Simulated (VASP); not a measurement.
## PbO: single point with PBEsol

The system is PbO.

```xyz
4
Lattice="3.6182 0.0000 0.0000 -1.8091 3.1334 0.0000 0.0000 0.0000 6.3516" Properties=species:S:1:pos:R:3 pbc="T T T"
Pb    0.0000    2.0889    1.5879
Pb    1.8091    1.0445    4.7637
O     0.0000    0.0000    0.0000
O     0.0000    0.0000    3.1758
```

```json
{
 "Program": "VASP 6.6.1",
 "Task": "single point",
 "Functional": "PBEsol",
 "Potentials or basis": "VASP PAW PBE potentials, release 64 (Pb_d, O)",
 "Cutoff": "600 eV",
 "k mesh": "10 × 10 × 6",
 "Occupations": "gaussian, width 0.05 eV",
 "Spin": "no spin polarisation"
}
```

```json
{
 "Pressure": "-4.5 GPa",
 "Band gap on the k mesh": "0.12 eV, indirect (least direct gap 0.14 eV)"
}
```

Stress tensor (GPa, compression positive):
```
-4.46  0.00  0.00
 0.00 -4.46  0.00
 0.00  0.00 -4.69
```

Levels at points of the mesh, in eV from the valence-band top:
| k point | band 18 | band 19 | band 20 | band 21 | band 22 | band 23 |
| --- | --- | --- | --- | --- | --- | --- |
| (0.00, 0.00, 0.00) | -1.84 | -1.84 | 0.00 | 0.29 | 5.52 | 5.52 |
| (0.50, 0.00, 0.00) | -1.93 | -1.53 | -0.39 | 0.29 | 3.37 | 3.77 |
| (0.00, 0.00, 0.50) | -2.03 | -1.78 | -1.78 | 3.81 | 3.81 | 6.65 |
| (0.50, 0.00, 0.50) | -2.58 | -1.63 | -1.63 | 1.73 | 1.73 | 5.53 |

It took 2.1 min on 1 thread of Intel(R) Xeon(R) Platinum 8488C (Sapphire Rapids), on a shared host, peak memory 0.28 GiB.

Caveat: the PAW data sets were made with another functional, which shifts forces and pressure a little; spin-orbit coupling is left out, which moves the levels of the heavy elements. A k mesh can miss the band edges.
